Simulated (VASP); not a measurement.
In5Sb2As3: single point with PBE

The system is In5Sb2As3.

```xyz
10
Lattice="6.6141 0.0000 -0.0300 0.0000 5.3892 0.0000 -0.2985 0.0000 7.3509" Properties=species:S:1:pos:R:3 pbc="T T T"
In   -0.2575    0.0000    0.4744
In    2.4483    0.0000    1.6945
In    4.9631    0.0000    3.3188
In    0.9653    0.0000    4.7525
In    3.5721    0.0000    6.1960
Sb    1.7262    2.6946    3.1802
Sb    0.3337    2.6946    6.3464
As    5.5806    2.6946    2.0755
As    4.4344    2.6946    4.3786
As    3.0004    2.6946    0.5346
```

* Program: VASP 6.6.1
* Task: single point
* Functional: PBE
* Potentials or basis: VASP PAW PBE potentials, release 64 (In_d, Sb, As)
* Cutoff: 520 eV
* k mesh: 4 × 4 × 4
* Occupations: gaussian, width 0.1 eV
* Spin: no spin polarisation
* Dipole correction: no
* Further INCAR settings: ALGO = Fast; EDIFF = 1e-06; NBANDS = 56

- Pressure: 0.0 GPa
- Largest force: 0.024 eV/Å
- Band gap on the k mesh: zero (bands 45 and 46 overlap by 1.22 eV)

Forces on the atoms (eV/Å):
```
In  -0.001  0.000 -0.001
In   0.000  0.000  0.000
In  -0.001  0.000 -0.003
In  -0.001  0.000  0.001
In  -0.001  0.000  0.002
Sb   0.001  0.000 -0.002
Sb  -0.005  0.000 -0.004
As   0.006  0.000 -0.021
As  -0.002  0.000  0.024
As   0.004  0.000  0.005
```

Levels at points of the mesh, in eV from the Fermi level:
```
           k point  band 41  band 42  band 43  band 44  band 45  band 46  band 47  band 48  band 49  band 50
(0.00, 0.00, 0.00)    -2.19    -1.66    -1.38    -1.13    -0.10     0.55     0.69     0.90     0.98     1.44
(0.50, 0.00, 0.00)    -1.59    -1.49    -1.36    -1.30    -0.72    -0.43    -0.01     0.48     0.60     1.29
(0.00, 0.50, 0.00)    -2.01    -0.82    -0.77    -0.11     0.60     1.14     1.52     1.72     2.13     2.32
(0.50, 0.50, 0.00)    -0.54    -0.13    -0.01     0.10     0.65     0.70     1.04     1.22     1.54     2.00
(0.00, 0.00, 0.50)    -1.43    -1.19    -0.93    -0.84    -0.81    -0.48    -0.40     0.22     0.86     1.16
(0.50, 0.00, 0.50)    -2.28    -2.25    -1.92    -1.74    -0.22     0.69     1.11     1.44     1.71     1.97
(0.00, 0.50, 0.50)    -1.66    -1.50    -1.15    -0.37    -0.21     0.22     0.57     2.37     2.54     2.83
(0.50, 0.50, 0.50)    -1.49    -1.37    -0.94    -0.75     0.09     0.77     0.90     2.04     2.12     2.38
```

It took 10 min on 1 thread of Oxide Virtual Turin-like Processor, with other jobs on the host, peak memory 0.52 GiB.

Caveat: spin-orbit coupling is left out, which moves the levels of the heavy elements.
